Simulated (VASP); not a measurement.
# BP (I-4m2) in VASP: a series of runs

Runs on BP. Level: r2SCAN. Tasks: single point.

Program: VASP 6.6.1. These are calculated values, not measurements. Logs are shortened: lines on timing, memory, paths and dates and some standing lists are left out, and cuts for length are marked.

## 1. The cell of the first run

It takes space group I-4m2 (No. 119, tetragonal). Conventional cell: a = 3.112 Å, b = 3.112 Å, c = 4.468 Å, α = 90.00°, β = 90.00°, γ = 90.00°. Within 2.5 Å of B (site symmetry -4m2) lie 4 P at 1.92 Å. Within 2.5 Å of P (site symmetry -4m2) lie 4 B at 1.92 Å.

## 2. Single point, r2SCAN (strain -0.030 along x and y, -0.015 along z)

Contents of POSCAR:

```
BP
1.0
    0.0000000000      2.2002188101      2.2342428123
    2.2002188101      0.0000000000      2.2342428123
    2.2002188101      2.2002188101      0.0000000000
B P
1 1
Direct
    0.0000000000      0.0000000000      0.0000000000
    0.7500000000      0.7500000000      0.7500000000
```

Contents of INCAR.step1:

```
PREC = Accurate
ENCUT = 520
ISMEAR = 0
SIGMA = 0.05
LREAL = False
LASPH = True
NELM = 100
NBANDS = 11
GGA = PE
ALGO = Normal
EDIFF = 1E-4
LWAVE = True
LCHARG = False
```

Contents of INCAR.step2:

```
PREC = Accurate
ENCUT = 520
EDIFF = 1E-6
ISMEAR = 0
SIGMA = 0.05
LREAL = False
LASPH = True
NELM = 100
ALGO = Normal
ISIF = 2
LWAVE = False
LCHARG = False
METAGGA = R2SCAN
LMIXTAU = True
NBANDS = 11
ISTART = 1
```

Contents of KPOINTS:

```
regular mesh
0
Gamma
  10 10 10
```

Potentials or basis: VASP PAW PBE potentials, release 64 (B, P).

Launch:

```console
cat potpaw_PBE.64/B/POTCAR potpaw_PBE.64/P/POTCAR > POTCAR
cp INCAR.step1 INCAR
mpirun -np 1 vasp_std > vasp.out
cp INCAR.step2 INCAR
mpirun -np 1 vasp_std > vasp.out
```

OUTCAR:

```text
PREC = Accurate
   ENCUT = 520
   EDIFF = 1E-6
   ISMEAR = 0
   LREAL = False
   LASPH = True
   NELM = 100
   ISIF = 2
   METAGGA = R2SCAN
   ISTART = 1

 ion  position               nearest neighbor table
   1  0.000  0.000  0.000-   2 1.92   2 1.92   2 1.92   2 1.92
   2  0.750  0.750  0.750-   1 1.92   1 1.92   1 1.92   1 1.92

  LATTYP: Found a body centered tetragonal cell.
 ALAT       =     3.1115792814
 C/A-ratio  =     1.4360828443

  Lattice vectors:

 A1 = (  -2.2002188101,   0.0000000000,   2.2342428123)
 A2 = (   2.2002188101,   0.0000000000,   2.2342428123)
 A3 = (   0.0000000000,   2.2002188101,  -2.2342428123)

Analysis of symmetry for initial positions (statically):
=====================================================================
 Subroutine PRICEL returns:
 Original cell was already a primitive cell.

 Routine SETGRP: Setting up the symmetry group for a
 body centered tetragonal supercell.

 Subroutine GETGRP returns: Found  8 space group operations
 (whereof  8 operations were pure point group operations)
 out of a pool of 16 trial point group operations.

The static configuration has the point symmetry D_2d.

Analysis of symmetry for dynamics (positions and initial velocities):
=====================================================================
 Subroutine PRICEL returns:
 Original cell was already a primitive cell.

 Routine SETGRP: Setting up the symmetry group for a
 body centered tetragonal supercell.

 Subroutine GETGRP returns: Found  8 space group operations
 (whereof  8 operations were pure point group operations)
 out of a pool of 16 trial point group operations.

The dynamic configuration has the point symmetry D_2d.

 Subroutine INISYM returns: Found  8 space group operations
 (whereof  8 operations are pure point group operations),
 and found     1 'primitive' translations

----------------------------------------------------------------------------------------

                                     Primitive cell

  volume of cell :      21.6318

  direct lattice vectors                    reciprocal lattice vectors
     0.000000000  2.200218810  2.234242812    -0.227250125  0.227250125  0.223789463
     2.200218810  0.000000000  2.234242812     0.227250125 -0.227250125  0.223789463
     2.200218810  2.200218810  0.000000000     0.227250125  0.227250125 -0.223789463

  length of vectors
     3.135730179  3.135730179  3.111579281     0.391620943  0.391620943  0.391620943

  position of ions in fractional coordinates (direct lattice)
     0.000000000  0.000000000  0.000000000
     0.750000000  0.750000000  0.750000000

  ion indices of the primitive-cell ions
   primitive index   ion index
                 1           1
                 2           2

----------------------------------------------------------------------------------------

 KPOINTS: regular mesh

Automatic generation of k-mesh.
 Grid dimensions read from file:
 generate k-points for:   10   10   10

 Generating k-lattice:

  Cartesian coordinates                     Fractional coordinates (reciprocal lattice)
    -0.022725013  0.022725013  0.022378946     0.100000000  0.000000000  0.000000000
     0.022725013 -0.022725013  0.022378946     0.000000000  0.100000000  0.000000000
     0.022725013  0.022725013 -0.022378946     0.000000000  0.000000000  0.100000000

  Length of vectors
     0.039162094  0.039162094  0.039162094

  Shift w.r.t. Gamma in fractional coordinates (k-lattice)
     0.000000000  0.000000000  0.000000000

 Subroutine IBZKPT returns following result:
 ===========================================

 Found    102 irreducible k-points:

 Following reciprocal coordinates:
            Coordinates               Weight
  0.000000  0.000000  0.000000      1.000000
  0.100000  0.000000  0.000000      8.000000
  0.200000  0.000000  0.000000      8.000000
  0.300000  0.000000  0.000000      8.000000
  0.400000 -0.000000  0.000000      8.000000
  0.500000 -0.000000  0.000000      4.000000
[... 16 lines left out ...]
  0.300000  0.300000  0.000000      2.000000
  0.400000  0.300000  0.000000      8.000000
 [... further k-points ...]
   k-points           NKPTS =    102   k-points in BZ     NKDIM =    102   number of bands    NBANDS=     11
   number of dos      NEDOS =    301   number of ions     NIONS =      2
   total plane-waves  NPLWV =  13824
   dimension x,y,z NGX =    24 NGY =   24 NGZ =   24
   dimension x,y,z NGXF=    48 NGYF=   48 NGZF=   48
   ions per type =               1   1
   NGX,Y,Z   is equivalent  to a cutoff of  12.72, 12.72, 12.82 a.u.
   NGXF,Y,Z  is equivalent  to a cutoff of  25.45, 25.45, 25.65 a.u.
 SYSTEM =  unknown system
   PREC   = accura    normal or accurate (medium, high low for compatibility)
   ISTART =      1    job   : 0-new  1-cont  2-samecut
   ICHARG =      0    charge: 1-file 2-atom 10-const
   ISPIN  =      1    spin polarized calculation?
   LNONCOLLINEAR =      F non collinear calculations
   LSORBIT =      F    spin-orbit coupling
   LASPH  =      T    aspherical Exc in radial PAW
   ENCUT  =  520.0 eV  38.22 Ry    6.18 a.u.   5.83  5.83  5.79*2*pi/ulx,y,z
   NELM   =    100;   NELMIN=  2; NELMDL=  0     # of ELM steps
   EDIFF  = 0.1E-05   stopping-criterion for ELM
   LREAL  =      F    real-space projection
   EDIFFG = 0.1E-04   stopping-criterion for IOM
   NSW    =      0    number of steps for IOM
   IBRION =     -1    ionic relax: 0-MD 1-quasi-New 2-CG
   NFREE  =      0    steps in history (QN), initial steepest desc. (CG)
   ISIF   =      2    stress and relaxation
   ISYM   =      2    0-nonsym 1-usesym 2-fastsym
   POTIM  = 0.5000    time-step for ionic-motion
   TEBEG  =    0.0;   TEEND  =   0.0 temperature during run
   PSTRESS=    0.0 pullay stress
   NELECT =       8.0000    total number of electrons
   NUPDOWN=      -1.0000    fix difference up-down
   EMIN   =  10.00;   EMAX   =-10.00  energy-range for DOS
   EFERMI =   0.00;   METHOD = LEGACY
   ISMEAR =     0;   SIGMA  =   0.05  broadening in eV -4-tet -1-fermi 0-gaus
   EFERMI_NEDOS =   21; number of points for ismear=-14 and -15
   IALGO  =     38    algorithm
   IMIX   =      4    mixing-type and parameters
     AMIX     =   0.40;   BMIX     =  1.00
     AMIX_MAG =   1.60;   BMIX_MAG =  1.00
  volume/ion in A,a.u.               =      10.82        72.99
  Fermi-wavevector in a.u.,A,eV,Ry     =   1.175098  2.220613 18.787680  1.380856
  Thomas-Fermi vector in A             =   2.311484
   LORBIT       =      0    0 simple, 1 ext, 2 COOP (PROOUT), +10 PAW based schemes
   METAGGA = R2SCAN    functional components
   LHFCALC =     F    Hartree Fock is set to
   AEXX    =    0.0000 exact exchange contribution
   IVDW    =     0    specifies the selected vdW correction
   LEPSILON=     F    determine dielectric tensor
   LRPA    =     F    only Hartree local field effects (RPA)
 non-spin polarized calculation
 Gauss-broadening in eV      SIGMA  =   0.05
  energy-cutoff  :      520.00
  volume of cell :       21.63
 maximum number of plane-waves:       593
   NGX = 11   NGY = 11   NGZ = 11

 number of electron       8.0000000 magnetization

 Free energy of the ion-electron system (eV)
  ---------------------------------------------------
  ext. energy  EPLUGINS =         0.00000000
  ---------------------------------------------------
  free energy    TOTEN  =       -17.23820759 eV

  energy without entropy =      -17.23820759  energy(sigma->0) =      -17.23820759

 E-fermi :   8.6060     XC(G=0): -11.8536

 val. band max:        8.3868472521   @ k =   0.0000   0.0000   0.0000
 cond. band min:       9.6022941939   @ k =   0.4000   0.0000   0.4000
 fundamental gap:      1.2154469418
 Fermi energy:         8.6059862749

 k-point     1 :       0.0000    0.0000    0.0000
  band No.  band energies     occupation
      1      -8.6570      2.00000
      2       8.2177      2.00000
      3       8.3868      2.00000
      4       8.3868      2.00000
      5      12.0718      0.00000
      6      12.0718      0.00000
      7      12.1633      0.00000
      8      17.5989      0.00000
      9      20.9683      0.00000
     10      21.3547      0.00000
     11      21.4274      0.00000

 k-point     2 :       0.1000    0.0000    0.0000
  band No.  band energies     occupation
      1      -8.4555      2.00000
      2       6.8972      2.00000
      3       7.9394      2.00000
      4       8.0612      2.00000
      5      12.5393      0.00000
      6      12.5477      0.00000
      7      12.7116      0.00000
      8      18.0556      0.00000
      9      20.2856      0.00000
     10      20.6654      0.00000
     11      21.9887      0.00000

 k-point     3 :       0.2000    0.0000    0.0000
  band No.  band energies     occupation
      1      -7.8579      2.00000
      2       4.3169      2.00000
      3       7.2951      2.00000
      4       7.4514      2.00000
      5      13.0150      0.00000
      6      13.3624      0.00000
      7      13.3967      0.00000
      8      19.0504      0.00000
      9      19.7472      0.00000
     10      19.9582      0.00000
     11      22.8794      0.00000

 k-point     4 :       0.3000    0.0000    0.0000
  band No.  band energies     occupation
      1      -6.8928      2.00000
      2       1.6972      2.00000
      3       6.7335      2.00000
      4       6.9248      2.00000
      5      13.0212      0.00000
      6      13.6488      0.00000
      7      13.7141      0.00000
      8      19.6729      0.00000
      9      20.5836      0.00000
     10      20.5875      0.00000
     11      23.2714      0.00000
[... 239 lines left out ...]
 k-point    22 :      -0.2000    0.2000    0.0000
  band No.  band energies     occupation
      1      -6.5464      2.00000
      2       2.5471      2.00000
      3       3.5592      2.00000
      4       7.0632      2.00000
      5      13.5022      0.00000
      6      14.2291      0.00000
      7      15.3994      0.00000
      8      17.8616      0.00000
      9      18.4348      0.00000
     10      23.5968      0.00000
     11      26.3625      0.00000

 k-point    23 :       0.3000    0.3000    0.0000
  band No.  band energies     occupation
      1      -6.3311      2.00000
      2       2.9955      2.00000
      3       4.7970      2.00000
      4       4.7970      2.00000
      5      10.1505      0.00000
      6      12.5854      0.00000
      7      18.3331      0.00000
      8      18.3332      0.00000
      9      23.2792      0.00000
     10      23.8987      0.00000
     11      26.9512      0.00000

 k-point    24 :       0.4000    0.3000    0.0000
  band No.  band energies     occupation
      1      -5.4086      2.00000
      2       1.5411      2.00000
      3       3.8190      2.00000
      4       4.4764      2.00000
      5      10.4526      0.00000
      6      12.3681      0.00000
      7      19.0245      0.00000
      8      19.0801      0.00000
      9      24.2177      0.00000
     10      24.8995      0.00000
     11      27.5842      0.00000

 [... further k-points ...]

------------------------ aborting loop because EDIFF is reached ----------------------------------------

  FORCE on cell =-STRESS in cart. coord.  units (eV):
  Direction    XX          YY          ZZ          XY          YZ          ZX
  --------------------------------------------------------------------------------------
  -------------------------------------------------------------------------------------
  Total        2.1390677      2.1390677      1.4866973      0.0000000      0.0000000      0.0000000
  in kB      158.4320369    158.4320369    110.1136156      0.0000000      0.0000000      0.0000000
  external PRESSURE =     142.3258964 kB  Pullay stress =       0.0000000 kB

 VOLUME and BASIS-vectors are now :
 -----------------------------------------------------------------------------
  energy-cutoff  :      520.00
  volume of cell :       21.63
      direct lattice vectors                 reciprocal lattice vectors
     0.000000000  2.200218810  2.234242812    -0.227250125  0.227250125  0.223789463
     2.200218810  0.000000000  2.234242812     0.227250125 -0.227250125  0.223789463
     2.200218810  2.200218810  0.000000000     0.227250125  0.227250125 -0.223789463

 POSITION                                       TOTAL-FORCE (eV/Angst)
 -----------------------------------------------------------------------------------
      0.00000      0.00000      0.00000        -0.000000     -0.000000     -0.000000
      3.30033      3.30033      3.35136         0.000000      0.000000      0.000000
 -----------------------------------------------------------------------------------
    total drift:                                0.000000      0.000000     -0.000000

  FREE ENERGIE OF THE ION-ELECTRON SYSTEM (eV)
  ---------------------------------------------------
  free  energy   TOTEN  =       -17.2382075881 eV

  energy  without entropy=      -17.2382075881  energy(sigma->0) =      -17.23820759
```

It took 25 s on 1 thread of Intel Xeon 6975P-C (Granite Rapids), shared host; peak memory 0.15 GiB.

What came out:

* Free energy: -17.2382 eV
* Pressure: 14.2 GPa
* Band gap on the k mesh: 1.22 eV (least direct gap 3.69 eV)

Caveat: the cell differs from its parent crystal (strain -0.030 along x and y, -0.015 along z); the cell stands under pressure; the PAW data sets were made with another functional, which shifts forces and pressure a little. A k mesh can miss the band edges.

## 3. Single point, r2SCAN (strain -0.030 along x and y, +0.000 along z)

Contents of POSCAR:

```
BP
1.0
    0.0000000000      2.2002188101      2.2682668145
    2.2002188101      0.0000000000      2.2682668145
    2.2002188101      2.2002188101      0.0000000000
B P
1 1
Direct
    0.0000000000      0.0000000000      0.0000000000
    0.7500000000      0.7500000000      0.7500000000
```

Contents of INCAR.step1:

```
SYSTEM = BP
PREC = Accurate ; ENCUT = 520
ISMEAR = 0 ; SIGMA = 0.05
LREAL = .False. ; LASPH = .True.
NELM = 60 ; NBANDS = 11
GGA = PE ; ALGO = Normal
EDIFF = 1E-4 ; LWAVE = .True.
LCHARG = .False.
```

Contents of INCAR.step2:

```
SYSTEM = BP
PREC = Accurate ; ENCUT = 520
EDIFF = 1E-6 ; ISMEAR = 0
SIGMA = 0.05 ; LREAL = .False.
LASPH = .True. ; NELM = 60
ALGO = Normal ; ISIF = 2
LWAVE = .False. ; LCHARG = .False.
METAGGA = R2SCAN ; LMIXTAU = .True.
NBANDS = 11 ; ISTART = 1
```

Contents of KPOINTS:

```
Automatic mesh
0
Gamma
  10 10 10
  0 0 0
```

Potentials or basis: VASP PAW PBE potentials, release 64 (B, P).

Launch:

```console
cat potpaw_PBE.64/B/POTCAR potpaw_PBE.64/P/POTCAR > POTCAR
cp INCAR.step1 INCAR
mpirun -np 1 vasp_std > vasp.out
cp INCAR.step2 INCAR
mpirun -np 1 vasp_std > vasp.out
```

It took 24 s on 1 thread of Intel Xeon 6975P-C (Granite Rapids), shared host; peak memory 0.14 GiB.

The run converged. Its results:

| Item | Value |
| --- | --- |
| Free energy | -17.2544 eV |
| Pressure | 11.0 GPa |
| Band gap on the k mesh | 1.11 eV (least direct gap 3.57 eV) |

Stress tensor (GPa, compression positive):
```
14.19  0.00  0.00
 0.00 14.19  0.00
 0.00  0.00  4.51
```

Levels at points of the mesh, in eV from the valence-band top:
```tsv
k point	band 1	band 2	band 3	band 4	band 5	band 6	band 7	band 8	band 9
(0.00, 0.00, 0.00)	-16.96	-0.34	0.00	0.00	3.57	3.57	3.75	8.89	12.24
(0.50, 0.00, 0.00)	-13.21	-10.08	-2.28	-1.83	4.17	5.04	5.13	11.06	15.58
(0.50, 0.50, 0.00)	-11.67	-9.78	-4.46	-4.46	1.54	2.06	13.59	13.59	16.84
(0.50, 0.00, 0.50)	-11.33	-9.48	-4.84	-4.77	1.18	1.59	13.12	13.91	16.93
```

Caveat: the cell differs from its parent crystal (strain -0.030 along x and y, +0.000 along z); the cell stands under pressure; the PAW data sets were made with another functional, which shifts forces and pressure a little. A k mesh can miss the band edges.
